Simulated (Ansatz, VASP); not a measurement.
**One calculation of SrO, two programs**

The input INCAR:

```
SYSTEM = SrO
ALGO     = Normal         ! electronic algorithm
EDIFF    = 1E-6           ! SCF threshold, eV
ENCUT    = 520            ! plane-wave cutoff, eV
GGA      = PS             ! functional
ISIF     = 2              ! what is computed and relaxed
ISMEAR   = -1             ! smearing method
LASPH    = .True.         ! aspherical terms in the spheres
LCHARG   = .False.        ! write CHGCAR
LREAL    = .False.        ! projectors in reciprocal space
LWAVE    = .False.        ! write WAVECAR
NBANDS   = 15             ! bands
NELM     = 100            ! most SCF steps
PREC     = Accurate       ! precision mode
SIGMA    = 0.03           ! smearing width, eV
```

Contents of KPOINTS:

```
k-points
0
Gamma
  8 8 8
  0 0 0
```

The input POSCAR:

```
SrO
1.0
    0.0000000000      2.5783376042      2.5783376042
    2.5783376042      0.0000000000      2.5783376042
    2.5783376042      2.5783376042      0.0000000000
Sr O
1 1
Direct
    0.0000000000      0.0000000000      0.0000000000
    0.5000000000      0.5000000000      0.5000000000
```

Input for Ansatz:

```yaml
crystal:
  lattice:
    - [0.0, 2.5783376042, 2.5783376042]
    - [2.5783376042, 0.0, 2.5783376042]
    - [2.5783376042, 2.5783376042, 0.0]
  atoms:
    - { symbol: Sr, position: [0.0, 0.0, 0.0] }
    - { symbol: O, position: [0.5, 0.5, 0.5] }
kpoints:
  mp_grid: { grid: [8, 8, 8] }
  band_path:
    path:
      - [0.0, 0.0, 0.0]
      - [0.5, 0.0, 0.5]
      - [0.625, 0.25, 0.625]
      - [0.375, 0.375, 0.75]
      - [0.0, 0.0, 0.0]
      - [0.5, 0.5, 0.5]
      - [0.5, 0.25, 0.75]
      - [0.5, 0.0, 0.5]
    npoints: 5
scf:
  occupations: { method: fermi_dirac, width: 0.03 }
hamiltonian:
  xc: pbesol
  pseudopotentials: { kind: all_electron, lapw: { basis_error: 0.0005 } }
output:
  forces: true
  stress: true
  eigenvalues: true
```

Change from the starting cell: volume scaled by 1.01.

Alike in both runs: task single point; functional PBEsol; k mesh 8 × 8 × 8; occupations fermi-dirac, width 0.03 eV; no spin polarisation.

|  | VASP | Ansatz |
| --- | --- | --- |
| version | VASP 6.6.1 | Ansatz 0.2.0 |
| potentials or method | VASP PAW PBE potentials, release 64 (Sr_sv, O), cutoff 520 eV | all-electron LAPW, scalar-relativistic |

VASP gave:

| Quantity | Value |
| --- | --- |
| gap on the k mesh at the Fermi level (eV) | 3.16 |
| pressure (GPa) | -1.2 |

Question: Which values does Ansatz return?

Answer: gap on the k mesh at the Fermi level (eV): 3.21; pressure (GPa): -1.8.

VASP's potentials were made for PBE, not for PBEsol. Ansatz ran all-electron here, and VASP with PAW potentials.
